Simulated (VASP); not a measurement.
# Ti (Fm-3m) in VASP: further runs

The runs below take Ti through single point, with PBE, PBEsol, RPBE, revPBE, BLYP.

All numbers are computed with VASP 6.6.1; they aren't measurements. Logs are shortened: lines on timing, memory, paths and dates and some standing lists are left out, and cuts for length are marked.

### 1 The cell of the first run

Symmetry: Fm-3m, No. 225, cubic system. Conventional cell: a = 4.110 Å, b = 4.110 Å, c = 4.110 Å, α = 90.00°, β = 90.00°, γ = 90.00°. Ti (site symmetry m-3m) has 12 Ti at 2.91 Å within 3.8 Å.

This isn't the form of Ti at room conditions, which is hcp.

### 2 Single point, PBE

Contents of INCAR:

```
SYSTEM = Ti
ALGO = Normal
EDIFF = 1E-6
ENCUT = 520
GGA = PE
ISIF = 2
ISMEAR = -1
LASPH = .TRUE.
LCHARG = .FALSE.
LREAL = .FALSE.
LWAVE = .FALSE.
NBANDS = 12
NELM = 80
PREC = Accurate
SIGMA = 0.05
```

Contents of KPOINTS:

```
k-points
0
G
  11 11 11
  0 0 0
```

Contents of POSCAR:

```
Ti
1.0
    0.0000000000      2.0551358028      2.0551358028
    2.0551358028      0.0000000000      2.0551358028
    2.0551358028      2.0551358028      0.0000000000
Ti
1
Direct
    0.0000000000      0.0000000000      0.0000000000
```

Potentials or basis: VASP PAW PBE potentials, release 64 (Ti_sv).

The run is started by

```bash
$ cat potpaw_PBE.64/Ti_sv/POTCAR > POTCAR
$ mpirun -np 1 vasp_std > vasp.out
```

OUTCAR:

```text
SYSTEM = Ti
   EDIFF = 1E-6
   ENCUT = 520
   GGA = PE
   ISIF = 2
   ISMEAR = -1
   LASPH = .TRUE.
   LREAL = .FALSE.
   NELM = 80
   PREC = Accurate

 ion  position               nearest neighbor table
   1  0.000  0.000  0.000-

  LATTYP: Found a face centered cubic cell.
 ALAT       =     4.1102716056

  Lattice vectors:

 A1 = (   0.0000000000,   2.0551358028,   2.0551358028)
 A2 = (   2.0551358028,   0.0000000000,   2.0551358028)
 A3 = (   2.0551358028,   2.0551358028,   0.0000000000)

Analysis of symmetry for initial positions (statically):
=====================================================================
 Subroutine PRICEL returns:
 Original cell was already a primitive cell.

 Routine SETGRP: Setting up the symmetry group for a
 face centered cubic supercell.

 Subroutine GETGRP returns: Found 48 space group operations
 (whereof 48 operations were pure point group operations)
 out of a pool of 48 trial point group operations.

The static configuration has the point symmetry O_h .

Analysis of symmetry for dynamics (positions and initial velocities):
=====================================================================
 Subroutine PRICEL returns:
 Original cell was already a primitive cell.

 Routine SETGRP: Setting up the symmetry group for a
 face centered cubic supercell.

 Subroutine GETGRP returns: Found 48 space group operations
 (whereof 48 operations were pure point group operations)
 out of a pool of 48 trial point group operations.

The dynamic configuration has the point symmetry O_h .

 Subroutine INISYM returns: Found 48 space group operations
 (whereof 48 operations are pure point group operations),
 and found     1 'primitive' translations

----------------------------------------------------------------------------------------

                                     Primitive cell

  volume of cell :      17.3601

  direct lattice vectors                    reciprocal lattice vectors
     0.000000000  2.055135803  2.055135803    -0.243292925  0.243292925  0.243292925
     2.055135803  0.000000000  2.055135803     0.243292925 -0.243292925  0.243292925
     2.055135803  2.055135803  0.000000000     0.243292925  0.243292925 -0.243292925

  length of vectors
     2.906400925  2.906400925  2.906400925     0.421395707  0.421395707  0.421395707

  position of ions in fractional coordinates (direct lattice)
     0.000000000  0.000000000  0.000000000

  ion indices of the primitive-cell ions
   primitive index   ion index
                 1           1

----------------------------------------------------------------------------------------

 KPOINTS: k-points

Automatic generation of k-mesh.
 Grid dimensions read from file:
 generate k-points for:   11   11   11

 Generating k-lattice:

  Cartesian coordinates                     Fractional coordinates (reciprocal lattice)
    -0.022117539  0.022117539  0.022117539     0.090909091  0.000000000  0.000000000
     0.022117539 -0.022117539  0.022117539     0.000000000  0.090909091  0.000000000
     0.022117539  0.022117539 -0.022117539     0.000000000  0.000000000  0.090909091

  Length of vectors
     0.038308701  0.038308701  0.038308701

  Shift w.r.t. Gamma in fractional coordinates (k-lattice)
     0.000000000  0.000000000  0.000000000

 Subroutine IBZKPT returns following result:
 ===========================================

 Found     56 irreducible k-points:

 Following reciprocal coordinates:
            Coordinates               Weight
  0.000000  0.000000  0.000000      1.000000
  0.090909  0.000000  0.000000      8.000000
  0.181818  0.000000  0.000000      8.000000
  0.272727  0.000000  0.000000      8.000000
  0.363636  0.000000  0.000000      8.000000
  0.454545  0.000000  0.000000      8.000000
[... 16 lines left out ...]
 -0.272727  0.181818  0.000000     24.000000
 -0.181818  0.181818  0.000000     12.000000
 [... further k-points ...]
   k-points           NKPTS =     56   k-points in BZ     NKDIM =     56   number of bands    NBANDS=     12
   number of dos      NEDOS =    301   number of ions     NIONS =      1
   total plane-waves  NPLWV =  13824
   dimension x,y,z NGX =    24 NGY =   24 NGZ =   24
   dimension x,y,z NGXF=    48 NGYF=   48 NGZF=   48
   ions per type =               1
   NGX,Y,Z   is equivalent  to a cutoff of  13.73, 13.73, 13.73 a.u.
   NGXF,Y,Z  is equivalent  to a cutoff of  27.46, 27.46, 27.46 a.u.
 SYSTEM =  Ti
   PREC   = accura    normal or accurate (medium, high low for compatibility)
   ISTART =      0    job   : 0-new  1-cont  2-samecut
   ICHARG =      2    charge: 1-file 2-atom 10-const
   ISPIN  =      1    spin polarized calculation?
   LNONCOLLINEAR =      F non collinear calculations
   LSORBIT =      F    spin-orbit coupling
   LASPH  =      T    aspherical Exc in radial PAW
   ENCUT  =  520.0 eV  38.22 Ry    6.18 a.u.   5.40  5.40  5.40*2*pi/ulx,y,z
   NELM   =     80;   NELMIN=  2; NELMDL= -5     # of ELM steps
   EDIFF  = 0.1E-05   stopping-criterion for ELM
   LREAL  =      F    real-space projection
[... 7 lines left out ...]
   TEBEG  =    0.0;   TEEND  =   0.0 temperature during run
   PSTRESS=    0.0 pullay stress
   NELECT =      12.0000    total number of electrons
   NUPDOWN=      -1.0000    fix difference up-down
   EMIN   =  10.00;   EMAX   =-10.00  energy-range for DOS
   EFERMI =   0.00;   METHOD = LEGACY
   ISMEAR =    -1;   SIGMA  =   0.05  broadening in eV -4-tet -1-fermi 0-gaus
   EFERMI_NEDOS =   21; number of points for ismear=-14 and -15
   IALGO  =     38    algorithm
   IMIX   =      4    mixing-type and parameters
     AMIX     =   0.40;   BMIX     =  1.00
     AMIX_MAG =   1.60;   BMIX_MAG =  1.00
  volume/ion in A,a.u.               =      17.36       117.15
  Fermi-wavevector in a.u.,A,eV,Ry     =   1.447498  2.735375 28.507624  2.095251
  Thomas-Fermi vector in A             =   2.565446
   LORBIT       =      0    0 simple, 1 ext, 2 COOP (PROOUT), +10 PAW based schemes
   GGA     = PE    functional components
   LHFCALC =     F    Hartree Fock is set to
   AEXX    =    0.0000 exact exchange contribution
   IVDW    =     0    specifies the selected vdW correction
   LEPSILON=     F    determine dielectric tensor
   LRPA    =     F    only Hartree local field effects (RPA)
 non-spin polarized calculation
  energy-cutoff  :      520.00
  volume of cell :       17.36
 maximum number of plane-waves:       487
 NGX is ok and might be reduce to    24
   NGX = 11   NGY = 11   NGZ = 11

 number of electron      12.0000002 magnetization

 Free energy of the ion-electron system (eV)
  ---------------------------------------------------
  ext. energy  EPLUGINS =         0.00000000
  ---------------------------------------------------
  free energy    TOTEN  =        -7.78727416 eV

  energy without entropy =       -7.77460931  energy(sigma->0) =       -7.78094174

 E-fermi :   8.2237     XC(G=0): -11.4996

 val. band max:        8.2105982868   @ k =   0.1818   0.1818   0.0000
 cond. band min:       8.2320238003   @ k =  -0.3636   0.0909   0.0000
 fundamental gap:      0.0214255134
 Fermi energy:         8.2236639749

 k-point     1 :       0.0000    0.0000    0.0000
  band No.  band energies     occupation
      1     -48.4739      2.00000
      2     -24.3332      2.00000
      3     -24.3332      2.00000
      4     -24.3332      2.00000
      5       2.1275      2.00000
      6       9.1073      0.00000
      7       9.1073      0.00000
      8       9.1073      0.00000
      9      10.7399      0.00000
     10      10.7399      0.00000
     11      23.4750      0.00000
     12      27.9512      0.00000

 k-point     2 :       0.0909    0.0000    0.0000
  band No.  band energies     occupation
      1     -48.4644      2.00000
      2     -24.3882      2.00000
      3     -24.3401      2.00000
      4     -24.3401      2.00000
      5       2.3933      2.00000
      6       8.9469      0.00000
      7       9.1996      0.00000
      8       9.1996      0.00000
      9      10.6827      0.00000
     10      10.6827      0.00000
     11      23.6598      0.00000
     12      26.1843      0.00000

 k-point     3 :       0.1818    0.0000    0.0000
  band No.  band energies     occupation
      1     -48.4386      2.00000
      2     -24.5339      2.00000
      3     -24.3586      2.00000
      4     -24.3586      2.00000
      5       3.1404      2.00000
      6       8.5747      0.00178
      7       9.3637      0.00000
      8       9.3637      0.00000
      9      10.6441      0.00000
     10      10.6441      0.00000
     11      22.9569      0.00000
     12      24.5325      0.00000
[... 286 lines left out ...]
 k-point    23 :      -0.2727    0.1818    0.0000
  band No.  band energies     occupation
      1     -48.3642      2.00000
      2     -24.8131      2.00000
      3     -24.5436      2.00000
      4     -24.4043      2.00000
      5       5.6199      2.00000
      6       7.9230      1.99512
      7       8.5962      0.00116
      8       9.7215      0.00000
      9      10.6142      0.00000
     10      12.4035      0.00000
     11      19.3823      0.00000
     12      21.6253      0.00000

 k-point    24 :      -0.1818    0.1818    0.0000
  band No.  band energies     occupation
      1     -48.3931      2.00000
      2     -24.7033      2.00000
      3     -24.4856      2.00000
      4     -24.3762      2.00000
      5       4.5959      2.00000
      6       8.0484      1.94168
      7       9.0283      0.00000
      8       9.9796      0.00000
      9       9.9896      0.00000
     10      11.6860      0.00000
     11      21.6586      0.00000
     12      22.1114      0.00000

 [... further k-points ...]

------------------------ aborting loop because EDIFF is reached ----------------------------------------

  FORCE on cell =-STRESS in cart. coord.  units (eV):
  Direction    XX          YY          ZZ          XY          YZ          ZX
  --------------------------------------------------------------------------------------
  -------------------------------------------------------------------------------------
  Total       -0.0300240     -0.0300240     -0.0300240      0.0000000     -0.0000000      0.0000000
  in kB       -2.7709459     -2.7709459     -2.7709459      0.0000000     -0.0000000      0.0000000
  external PRESSURE =      -2.7709459 kB  Pullay stress =       0.0000000 kB

 VOLUME and BASIS-vectors are now :
 -----------------------------------------------------------------------------
  energy-cutoff  :      520.00
  volume of cell :       17.36
      direct lattice vectors                 reciprocal lattice vectors
     0.000000000  2.055135803  2.055135803    -0.243292925  0.243292925  0.243292925
     2.055135803  0.000000000  2.055135803     0.243292925 -0.243292925  0.243292925
     2.055135803  2.055135803  0.000000000     0.243292925  0.243292925 -0.243292925

 POSITION                                       TOTAL-FORCE (eV/Angst)
 -----------------------------------------------------------------------------------
      0.00000      0.00000      0.00000         0.000000      0.000000      0.000000
 -----------------------------------------------------------------------------------
    total drift:                               -0.000000      0.000000      0.000000

  FREE ENERGIE OF THE ION-ELECTRON SYSTEM (eV)
  ---------------------------------------------------
  free  energy   TOTEN  =        -7.7872741634 eV

  energy  without entropy=       -7.7746093128  energy(sigma->0) =       -7.78094174
```

Wall time 5.6 s (1 thread of Intel Xeon 6975P-C (Granite Rapids), shared host); peak memory 0.14 GiB.

Results:

| Item | Value |
| --- | --- |
| Free energy | -7.7873 eV |
| Pressure | -0.3 GPa |
| Band gap on the k mesh | zero (bands 6 and 7 overlap by 1.15 eV) |

### 3 Single point, PBEsol

This run uses another cell than the first one, of 16.65 Å³/atom.

Contents of INCAR:

```
ALGO = Normal
EDIFF = 1E-7
ENCUT = 520
GGA = PS
ISIF = 2
ISMEAR = -1
LASPH = T
LCHARG = F
LREAL = F
LWAVE = F
NBANDS = 12
NELM = 80
PREC = Accurate
SIGMA = 0.05
```

Contents of KPOINTS:

```
k-points
0
Gamma
  11 11 11
```

Contents of POSCAR:

```
Ti
1.0
    0.0000000000      2.0267781240      2.0267781240
    2.0267781240      0.0000000000      2.0267781240
    2.0267781240      2.0267781240      0.0000000000
Ti
1
Direct
    0.0000000000      0.0000000000      0.0000000000
```

Potentials or basis: VASP PAW PBE potentials, release 64 (Ti_sv).

The run is started by

```bash
$ cat potpaw_PBE.64/Ti_sv/POTCAR > POTCAR
$ mpirun -np 1 vasp_std > vasp.out
```

It took 6.1 s on 1 thread of Intel Xeon 6975P-C (Granite Rapids), shared host; peak memory 0.14 GiB.

It converged, with:

| Quantity | Value |
| --- | --- |
| Free energy | -8.2936 eV |
| Pressure | -0.3 GPa |
| Band gap on the k mesh | zero (bands 6 and 7 overlap by 1.19 eV) |

Levels at points of the mesh, in eV from the Fermi level:
| k point | band 3 | band 4 | band 5 | band 6 | band 7 | band 8 | band 9 | band 10 |
| --- | --- | --- | --- | --- | --- | --- | --- | --- |
| (0.00, 0.00, 0.00) | -32.30 | -32.30 | -6.20 | 0.91 | 0.91 | 0.91 | 2.63 | 2.63 |

Caveat: the PAW data sets were made with another functional, which shifts forces and pressure a little.

### 4 Single point, RPBE

This run uses another cell than the first one, of 17.91 Å³/atom.

Contents of INCAR:

```
SYSTEM = Ti
PREC = Accurate
ENCUT = 520
EDIFF = 1E-7
ISMEAR = -1
SIGMA = 0.05
LREAL = .False.
LASPH = .True.
NELM = 60
ALGO = Normal
ISIF = 2
LWAVE = .False.
LCHARG = .False.
GGA = RP
NBANDS = 12
```

Contents of KPOINTS:

```
Automatic mesh
0
Gamma
  11 11 11
  0 0 0
```

Contents of POSCAR:

```
Ti
1.0
    0.0000000000      2.0764476350      2.0764476350
    2.0764476350      0.0000000000      2.0764476350
    2.0764476350      2.0764476350      0.0000000000
Ti
1
Direct
    0.0000000000      0.0000000000      0.0000000000
```

The run is started by

```bash
$ cat potpaw_PBE.64/Ti_sv/POTCAR > POTCAR
$ mpirun -np 1 vasp_std > vasp.out
```

Wall time 6.1 s (1 thread of Intel Xeon 6975P-C (Granite Rapids), shared host); peak memory 0.14 GiB.

The run converged. Its results:

- Free energy: -7.3883 eV
- Pressure: -0.3 GPa
- Band gap on the k mesh: zero (bands 6 and 7 overlap by 1.13 eV)

Levels at points of the mesh, in eV from the Fermi level:
```csv
k point,band 3,band 4,band 5,band 6,band 7,band 8,band 9,band 10
"(0.00, 0.00, 0.00)",-32.72,-32.72,-6.03,0.87,0.87,0.87,2.45,2.45
```

Caveat: the PAW data sets were made with another functional, which shifts forces and pressure a little.

[end of part 1 of 2]
